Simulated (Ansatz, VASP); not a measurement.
Two plane-wave programs on CaO

File INCAR:

```
SYSTEM = CaO
ALGO = Normal ; EDIFF = 1E-6
ENCUT = 600 ; GGA = PE
GGA_COMPAT = .False. ; ISIF = 2
ISMEAR = 0 ; LASPH = .True.
LCHARG = .False. ; LREAL = .False.
LWAVE = .False. ; NBANDS = 15
NELM = 120 ; PREC = Accurate
SIGMA = 0.02
```

KPOINTS

```
k-points
0
Gamma
  8 8 8
  0 0 0
```

File POSCAR:

```
CaO
1.0
    0.0000000000      2.3903322605      2.3903322605
    2.3903322605      0.0000000000      2.3903322605
    2.3903322605      2.3903322605      0.0000000000
Ca O
1 1
Direct
    0.0000000000      0.0000000000      0.0000000000
    0.5000000000      0.5000000000      0.5000000000
```

Input for Ansatz:

```yaml
crystal:
  lattice:
    - [0.0, 2.3903322605, 2.3903322605]
    - [2.3903322605, 0.0, 2.3903322605]
    - [2.3903322605, 2.3903322605, 0.0]
  atoms:
    - { symbol: Ca, position: [0.0, 0.0, 0.0] }
    - { symbol: O, position: [0.5, 0.5, 0.5] }
basis:
  ecutwfc: 420
kpoints:
  mp_grid: { grid: [8, 8, 8] }
  band_path:
    path:
      - [[0.0, 0.0, 0.0], [0.5, 0.0, 0.5], [0.625, 0.25, 0.625]]
      - [[0.375, 0.375, 0.75], [0.0, 0.0, 0.0], [0.5, 0.5, 0.5], [0.5, 0.25, 0.75], [0.5, 0.0, 0.5]]
    npoints: 10
hamiltonian:
  xc: pbe
  pseudopotentials: { kind: paw, azcp: { folder: soft_1 } }
scf:
  occupations: { method: gaussian, width: 0.02 }
  n_extra_bands: 7
output:
  forces: true
  stress: true
  eigenvalues: true
```

Alike in both runs: task single point; functional PBE; k mesh 8 × 8 × 8; occupations gaussian, width 0.02 eV; no spin polarisation.

```csv
,VASP,Ansatz
version,VASP 6.6.1,Ansatz 0.2.0
potentials or method,"VASP PAW PBE potentials, release 64 (Ca_sv, O), cutoff 600 eV","scalar-relativistic, plane waves, PAW"
valence electrons in the cell,16,16
```

```tsv
	VASP	Ansatz	Ansatz less VASP
gap on the k mesh at the Fermi level (eV)	3.63	3.65	+0.018
least direct gap on the mesh (eV)	4.00	4.02	+0.018
pressure (GPa)	4.0	3.5	-0.52
```
